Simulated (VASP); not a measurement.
# W (I4/mmm) in VASP: notebook

The runs below take W through single point, with PBEsol.

Everything below comes from runs of VASP 6.6.1. Logs are shortened: lines on timing, memory, paths and dates and some standing lists are left out, and cuts for length are marked.

## Step 1: The cell of the first run

Symmetry: I4/mmm, No. 139, tetragonal system. The conventional cell has a = 2.939 Å, b = 2.939 Å, c = 3.450 Å, α = 90.00°, β = 90.00°, γ = 90.00°. W (site symmetry 4/mmm) has 14 W at 2.70 to 3.45 Å within 3.6 Å.

## Step 2: Single point, PBEsol (strain -0.080 along x and y, +0.080 along z)

Input file INCAR:

```
SYSTEM = W
  PREC = Accurate
  ENCUT = 520
  EDIFF = 1E-6
  ISMEAR = 0
  SIGMA = 0.15
  LREAL = .FALSE.
  LASPH = .TRUE.
  NELM = 100
  ALGO = Normal
  ISIF = 2
  LWAVE = .FALSE.
  LCHARG = .FALSE.
  GGA = PS
  NBANDS = 13
```

Input file KPOINTS:

```
regular mesh
0
G
  20 20 20
  0 0 0
```

Input file POSCAR:

```
W
1.0
   -1.4695160000      1.4695160000      1.7250840000
    1.4695160000     -1.4695160000      1.7250840000
    1.4695160000      1.4695160000     -1.7250840000
W
1
Direct
    0.0000000000      0.0000000000      0.0000000000
```

Potentials or basis: VASP PAW PBE potentials, release 64 (W_sv).

Started as:

```console
cat potpaw_PBE.64/W_sv/POTCAR > POTCAR
mpirun -np 1 vasp_std > vasp.out
```

OUTCAR:

```text
SYSTEM = W
   PREC = Accurate
   ENCUT = 520
   EDIFF = 1E-6
   ISMEAR = 0
   LREAL = .FALSE.
   LASPH = .TRUE.
   NELM = 100
   ISIF = 2
   GGA = PS

 ion  position               nearest neighbor table
   1  0.000  0.000  0.000-

  LATTYP: Found a body centered tetragonal cell.
 ALAT       =     2.9390320000
 C/A-ratio  =     1.1739130435

  Lattice vectors:

 A1 = (  -1.4695160000,   1.4695160000,   1.7250840000)
 A2 = (   1.4695160000,  -1.4695160000,   1.7250840000)
 A3 = (   1.4695160000,   1.4695160000,  -1.7250840000)

Analysis of symmetry for initial positions (statically):
=====================================================================
 Subroutine PRICEL returns:
 Original cell was already a primitive cell.

 Routine SETGRP: Setting up the symmetry group for a
 body centered tetragonal supercell.

 Subroutine GETGRP returns: Found 16 space group operations
 (whereof 16 operations were pure point group operations)
 out of a pool of 16 trial point group operations.

The static configuration has the point symmetry D_4h.

Analysis of symmetry for dynamics (positions and initial velocities):
=====================================================================
 Subroutine PRICEL returns:
 Original cell was already a primitive cell.

 Routine SETGRP: Setting up the symmetry group for a
 body centered tetragonal supercell.

 Subroutine GETGRP returns: Found 16 space group operations
 (whereof 16 operations were pure point group operations)
 out of a pool of 16 trial point group operations.

The dynamic configuration has the point symmetry D_4h.

 Subroutine INISYM returns: Found 16 space group operations
 (whereof 16 operations are pure point group operations),
 and found     1 'primitive' translations

----------------------------------------------------------------------------------------

                                     Primitive cell

  volume of cell :      14.9011

  direct lattice vectors                    reciprocal lattice vectors
    -1.469516000  1.469516000  1.725084000     0.000000000  0.340248082  0.289840958
     1.469516000 -1.469516000  1.725084000     0.340248082  0.000000000  0.289840958
     1.469516000  1.469516000 -1.725084000     0.340248082  0.340248082  0.000000000

  length of vectors
     2.700901582  2.700901582  2.700901582     0.446963688  0.446963688  0.481183452

  position of ions in fractional coordinates (direct lattice)
     0.000000000  0.000000000  0.000000000

  ion indices of the primitive-cell ions
   primitive index   ion index
                 1           1

----------------------------------------------------------------------------------------

 KPOINTS: regular mesh

Automatic generation of k-mesh.
 Grid dimensions read from file:
 generate k-points for:   20   20   20

 Generating k-lattice:

  Cartesian coordinates                     Fractional coordinates (reciprocal lattice)
     0.000000000  0.017012404  0.014492048     0.050000000  0.000000000  0.000000000
     0.017012404  0.000000000  0.014492048     0.000000000  0.050000000  0.000000000
     0.017012404  0.017012404  0.000000000     0.000000000  0.000000000  0.050000000

  Length of vectors
     0.022348184  0.022348184  0.024059173

  Shift w.r.t. Gamma in fractional coordinates (k-lattice)
     0.000000000  0.000000000  0.000000000

 Subroutine IBZKPT returns following result:
 ===========================================

 Found    641 irreducible k-points:

 Following reciprocal coordinates:
            Coordinates               Weight
  0.000000  0.000000  0.000000      1.000000
  0.050000  0.000000  0.000000      8.000000
  0.100000 -0.000000  0.000000      8.000000
  0.150000 -0.000000  0.000000      8.000000
  0.200000 -0.000000  0.000000      8.000000
  0.250000 -0.000000  0.000000      8.000000
[... 16 lines left out ...]
 -0.400000  0.050000 -0.000000     16.000000
 -0.350000  0.050000  0.000000     16.000000
 [... further k-points ...]
   k-points           NKPTS =    641   k-points in BZ     NKDIM =    641   number of bands    NBANDS=     13
   number of dos      NEDOS =    301   number of ions     NIONS =      1
   total plane-waves  NPLWV =   8000
   dimension x,y,z NGX =    20 NGY =   20 NGZ =   20
   dimension x,y,z NGXF=    40 NGYF=   40 NGZF=   40
   ions per type =               1
   NGX,Y,Z   is equivalent  to a cutoff of  12.31, 12.31, 12.31 a.u.
   NGXF,Y,Z  is equivalent  to a cutoff of  24.62, 24.62, 24.62 a.u.
 SYSTEM =  W
   PREC   = accura    normal or accurate (medium, high low for compatibility)
   ISTART =      0    job   : 0-new  1-cont  2-samecut
   ICHARG =      2    charge: 1-file 2-atom 10-const
   ISPIN  =      1    spin polarized calculation?
   LNONCOLLINEAR =      F non collinear calculations
   LSORBIT =      F    spin-orbit coupling
   LASPH  =      T    aspherical Exc in radial PAW
   ENCUT  =  520.0 eV  38.22 Ry    6.18 a.u.   5.02  5.02  5.02*2*pi/ulx,y,z
   NELM   =    100;   NELMIN=  2; NELMDL= -5     # of ELM steps
   EDIFF  = 0.1E-05   stopping-criterion for ELM
   LREAL  =      F    real-space projection
   EDIFFG = 0.1E-04   stopping-criterion for IOM
   NSW    =      0    number of steps for IOM
   IBRION =     -1    ionic relax: 0-MD 1-quasi-New 2-CG
   NFREE  =      0    steps in history (QN), initial steepest desc. (CG)
   ISIF   =      2    stress and relaxation
   ISYM   =      2    0-nonsym 1-usesym 2-fastsym
   POTIM  = 0.5000    time-step for ionic-motion
   TEBEG  =    0.0;   TEEND  =   0.0 temperature during run
   PSTRESS=    0.0 pullay stress
   NELECT =      14.0000    total number of electrons
   NUPDOWN=      -1.0000    fix difference up-down
   EMIN   =  10.00;   EMAX   =-10.00  energy-range for DOS
   EFERMI =   0.00;   METHOD = LEGACY
   ISMEAR =     0;   SIGMA  =   0.15  broadening in eV -4-tet -1-fermi 0-gaus
   EFERMI_NEDOS =   21; number of points for ismear=-14 and -15
   IALGO  =     38    algorithm
   IMIX   =      4    mixing-type and parameters
     AMIX     =   0.40;   BMIX     =  1.00
     AMIX_MAG =   1.60;   BMIX_MAG =  1.00
  volume/ion in A,a.u.               =      14.90       100.56
  Fermi-wavevector in a.u.,A,eV,Ry     =   1.603410  3.030005 34.979534  2.570923
  Thomas-Fermi vector in A             =   2.700077
   LORBIT       =      0    0 simple, 1 ext, 2 COOP (PROOUT), +10 PAW based schemes
   GGA     = PS    functional components
   LHFCALC =     F    Hartree Fock is set to
   AEXX    =    0.0000 exact exchange contribution
   IVDW    =     0    specifies the selected vdW correction
   LEPSILON=     F    determine dielectric tensor
   LRPA    =     F    only Hartree local field effects (RPA)
 non-spin polarized calculation
 Gauss-broadening in eV      SIGMA  =   0.15
  energy-cutoff  :      520.00
  volume of cell :       14.90
 maximum number of plane-waves:       426
   NGX = 11   NGY = 11   NGZ = 11

 number of electron      14.0000002 magnetization

 Free energy of the ion-electron system (eV)
  ---------------------------------------------------
  ext. energy  EPLUGINS =         0.00000000
  ---------------------------------------------------
  free energy    TOTEN  =       -13.52139219 eV

  energy without entropy =      -13.51435998  energy(sigma->0) =      -13.51787608

 E-fermi :  12.1647     XC(G=0): -14.1114

 val. band max:       12.1646303217   @ k =  -0.2000   0.4000   0.1000
 cond. band min:      12.1654977222   @ k =  -0.1500  -0.3500   0.1500
 fundamental gap:      0.0008674006
 Fermi energy:        12.1646859672

 k-point     1 :       0.0000    0.0000    0.0000
  band No.  band energies     occupation
      1     -61.8523      2.00000
      2     -25.3144      2.00000
      3     -25.3144      2.00000
      4     -25.3107      2.00000
      5       2.1980      2.00000
      6      10.4767      2.00000
      7      10.4767      2.00000
      8      12.4868      0.00239
      9      12.9074      0.00000
     10      15.5283      0.00000
     11      25.2458      0.00000
     12      28.2047      0.00000
     13      28.2047      0.00000

 k-point     2 :       0.0500    0.0000    0.0000
  band No.  band energies     occupation
      1     -61.8481      2.00000
      2     -25.3557      2.00000
      3     -25.3245      2.00000
      4     -25.3131      2.00000
      5       2.3246      2.00000
      6      10.4633      2.00000
      7      10.5233      2.00000
      8      12.4784      0.00310
      9      12.8559      0.00000
     10      15.4520      0.00000
     11      25.4985      0.00000
     12      28.2951      0.00000
     13      28.4197      0.00000

 k-point     3 :       0.1000   -0.0000    0.0000
  band No.  band energies     occupation
      1     -61.8362      2.00000
      2     -25.4789      2.00000
      3     -25.3538      2.00000
      4     -25.3154      2.00000
      5       2.6915      2.00000
      6      10.4016      2.00000
      7      10.6130      2.00000
      8      12.5151      0.00095
      9      12.7542      0.00000
     10      15.2620      0.00000
     11      26.1601      0.00000
     12      28.4453      0.00000
     13      29.0484      0.00000
[... 305 lines left out ...]
 k-point    23 :      -0.4000    0.0500   -0.0000
  band No.  band energies     occupation
      1     -61.7042      2.00000
      2     -26.6981      2.00000
      3     -25.6676      2.00000
      4     -25.3642      2.00000
      5       5.6098      2.00000
      6       9.4806      2.00000
      7      11.0750      2.00000
      8      12.8798      0.00000
      9      15.9156      0.00000
     10      16.8973      0.00000
     11      24.3568      0.00000
     12      26.2374      0.00000
     13      33.1185      0.00000

 k-point    24 :      -0.3500    0.0500    0.0000
  band No.  band energies     occupation
      1     -61.7254      2.00000
      2     -26.5143      2.00000
      3     -25.6154      2.00000
      4     -25.3621      2.00000
      5       5.4573      2.00000
      6       9.7139      2.00000
      7      10.3982      2.00000
      8      12.8430      0.00000
      9      15.4604      0.00000
     10      15.8885      0.00000
     11      25.0276      0.00000
     12      27.7329      0.00000
     13      34.6571      0.00000

 [... further k-points ...]

------------------------ aborting loop because EDIFF is reached ----------------------------------------

  FORCE on cell =-STRESS in cart. coord.  units (eV):
  Direction    XX          YY          ZZ          XY          YZ          ZX
  --------------------------------------------------------------------------------------
  -------------------------------------------------------------------------------------
  Total        3.2999798      3.2999798     -0.1813778      0.0000000     -0.0000000     -0.0000000
  in kB      354.8158279    354.8158279    -19.5018542      0.0000000     -0.0000000     -0.0000000
  external PRESSURE =     230.0432672 kB  Pullay stress =       0.0000000 kB

 VOLUME and BASIS-vectors are now :
 -----------------------------------------------------------------------------
  energy-cutoff  :      520.00
  volume of cell :       14.90
      direct lattice vectors                 reciprocal lattice vectors
    -1.469516000  1.469516000  1.725084000     0.000000000  0.340248082  0.289840958
     1.469516000 -1.469516000  1.725084000     0.340248082  0.000000000  0.289840958
     1.469516000  1.469516000 -1.725084000     0.340248082  0.340248082  0.000000000

 POSITION                                       TOTAL-FORCE (eV/Angst)
 -----------------------------------------------------------------------------------
      0.00000      0.00000      0.00000         0.000000     -0.000000     -0.000000
 -----------------------------------------------------------------------------------
    total drift:                                0.000000     -0.000000      0.000000

  FREE ENERGIE OF THE ION-ELECTRON SYSTEM (eV)
  ---------------------------------------------------
  free  energy   TOTEN  =       -13.5213921855 eV

  energy  without entropy=      -13.5143599778  energy(sigma->0) =      -13.51787608
```

Wall time 98 s (1 thread of Intel Xeon 8259CL, shared host); peak memory 0.23 GiB.

Results:

```
Free energy            : -13.5214 eV
Pressure               : 23.0 GPa
Band gap on the k mesh : zero (bands 7 and 8 overlap by 6.34 eV)
```

Levels at points of the mesh, in eV from the Fermi level:
| k point | band 5 | band 6 | band 7 | band 8 | band 9 | band 10 |
| --- | --- | --- | --- | --- | --- | --- |
| (0.00, 0.00, 0.00) | -9.97 | -1.69 | -1.69 | 0.32 | 0.74 | 3.36 |
| (0.50, 0.00, 0.00) | -6.66 | -2.91 | 0.44 | 0.64 | 4.07 | 6.25 |
| (0.50, 0.50, 0.00) | -6.70 | -5.08 | 1.94 | 4.24 | 4.55 | 6.96 |
| (0.50, 0.50, 0.50) | -6.57 | -6.05 | 5.27 | 5.98 | 5.98 | 6.04 |

Caveat: the cell differs from its parent crystal (strain -0.080 along x and y, +0.080 along z); the stress differs along the axes, from -2 to 35 GPa; the PAW data sets were made with another functional, which shifts forces and pressure a little; spin-orbit coupling is left out, which moves the levels of the heavy elements.

## Step 3: Single point, PBEsol (strain +0.000 along x and y, -0.080 along z)

Input file INCAR:

```
SYSTEM = W
ALGO = Fast
EDIFF = 1E-6
ENCUT = 520
GGA = PS
ISIF = 2
ISMEAR = 0
LASPH = .TRUE.
LCHARG = .TRUE.
LELF = .TRUE.
LREAL = .FALSE.
LVHAR = .TRUE.
LWAVE = .FALSE.
NBANDS = 13
NELM = 60
PREC = Accurate
SIGMA = 0.15
```

Input file KPOINTS:

```
k-points
0
G
  20 20 20
  0 0 0
```

Input file POSCAR:

```
W
1.0
   -1.5973000000      1.5973000000      1.4695160000
    1.5973000000     -1.5973000000      1.4695160000
    1.5973000000      1.5973000000     -1.4695160000
W
1
Direct
    0.0000000000      0.0000000000      0.0000000000
```

Potentials or basis: VASP PAW PBE potentials, release 64 (W_sv).

Started as:

```console
cat potpaw_PBE.64/W_sv/POTCAR > POTCAR
mpirun -np 1 vasp_std > vasp.out
```

Wall time 2.4 min (1 thread of Intel Xeon 8259CL, shared host); peak memory 0.22 GiB.

Results (log left out):

| Property | Result |
| --- | --- |
| Free energy | -13.6875 eV |
| Pressure | 18.2 GPa |
| Band gap on the k mesh | zero (bands 7 and 8 overlap by 6.92 eV) |

Stress tensor (GPa, compression positive):
```
 7.55  0.00  0.00
 0.00  7.55  0.00
 0.00  0.00 39.45
```

Levels at points of the mesh, in eV from the Fermi level:
| k point | band 4 | band 5 | band 6 | band 7 | band 8 | band 9 | band 10 | band 11 |
| --- | --- | --- | --- | --- | --- | --- | --- | --- |
| (0.00, 0.00, 0.00) | -37.54 | -10.00 | -2.13 | -0.88 | -0.88 | 1.40 | 3.09 | 14.14 |
| (0.50, 0.00, 0.00) | -37.64 | -6.70 | -4.26 | 1.14 | 2.27 | 4.17 | 6.62 | 11.53 |
| (0.50, 0.50, 0.00) | -37.55 | -6.71 | -3.00 | 0.41 | 1.17 | 2.77 | 6.46 | 11.51 |
| (0.50, 0.50, 0.50) | -38.44 | -6.47 | -6.24 | 5.45 | 5.45 | 5.83 | 7.93 | 7.93 |

Caveat: the cell differs from its parent crystal (strain +0.000 along x and y, -0.080 along z); the stress differs along the axes, from 8 to 39 GPa; the PAW data sets were made with another functional, which shifts forces and pressure a little; spin-orbit coupling is left out, which moves the levels of the heavy elements.

## Step 4: Single point, PBEsol (strain -0.040 along x and y, +0.040 along z)

Input file INCAR:

```
SYSTEM = W
PREC = Accurate
ENCUT = 520
EDIFF = 1E-7
ISMEAR = 0
SIGMA = 0.15
LREAL = .FALSE.
LASPH = .TRUE.
NELM = 60
ALGO = Normal
ISIF = 2
LWAVE = .FALSE.
LCHARG = .FALSE.
GGA = PS
NBANDS = 13
```

Input file KPOINTS:

```
regular mesh
0
G
  20 20 20
  0 0 0
```

Input file POSCAR:

```
W
1.0
   -1.5334080000      1.5334080000      1.6611920000
    1.5334080000     -1.5334080000      1.6611920000
    1.5334080000      1.5334080000     -1.6611920000
W
1
Direct
    0.0000000000      0.0000000000      0.0000000000
```

Started as:

```console
cat potpaw_PBE.64/W_sv/POTCAR > POTCAR
mpirun -np 1 vasp_std > vasp.out
```

It took 2 min on 1 thread of Intel Xeon 8259CL, shared host; peak memory 0.23 GiB.

It converged, with:

- Free energy: -13.7423 eV
- Pressure: 2.9 GPa
- Band gap on the k mesh: zero (bands 7 and 8 overlap by 5.90 eV)

Stress tensor (GPa, compression positive):
```
 10.91   0.00   0.00
  0.00  10.91   0.00
  0.00   0.00 -13.09
```

Levels at points of the mesh, in eV from the Fermi level:
| k point | band 5 | band 6 | band 7 | band 8 | band 9 | band 10 |
| --- | --- | --- | --- | --- | --- | --- |
| (0.00, 0.00, 0.00) | -9.75 | -1.55 | -1.55 | -0.53 | 1.49 | 2.85 |
| (0.50, 0.00, 0.00) | -6.41 | -3.26 | 0.54 | 1.33 | 3.32 | 6.11 |
| (0.50, 0.50, 0.00) | -6.40 | -4.32 | 1.17 | 3.09 | 3.67 | 6.42 |
| (0.50, 0.50, 0.50) | -6.11 | -5.86 | 5.05 | 5.40 | 5.40 | 6.94 |

Caveat: the cell differs from its parent crystal (strain -0.040 along x and y, +0.040 along z); the stress differs along the axes, from -13 to 11 GPa; the PAW data sets were made with another functional, which shifts forces and pressure a little; spin-orbit coupling is left out, which moves the levels of the heavy elements.

## Step 5: Summary

| cell | gap on the mesh (eV) | pressure (GPa) |
| --- | --- | --- |
| a = 2.701 Å, angles 114.1, 114.1, 100.6°, 1 atom | none | 23.0 |
| a = 2.695 Å, angles 107.3, 107.3, 113.9°, 1 atom | none | 18.2 |
| a = 2.732 Å, angles 111.7, 111.7, 105.1°, 1 atom | none | 2.9 |

Alike in all rows: task single point; level PBEsol; potentials or basis VASP PAW PBE potentials, release 64 (W_sv); no spin polarisation; k mesh 20 × 20 × 20; cutoff (eV) 520; smearing gaussian 0.15 eV.

Caveats: the PAW data sets were made with another functional, which shifts forces and pressure a little; spin-orbit coupling is left out, which moves the levels of the heavy elements; the stress differs along the axes, from -2 to 35 GPa (at least some runs); the stress differs along the axes, from 8 to 39 GPa (at least some runs); the stress differs along the axes, from -13 to 11 GPa (at least some runs).

Absolute energies hang on the potentials; compare differences alone.
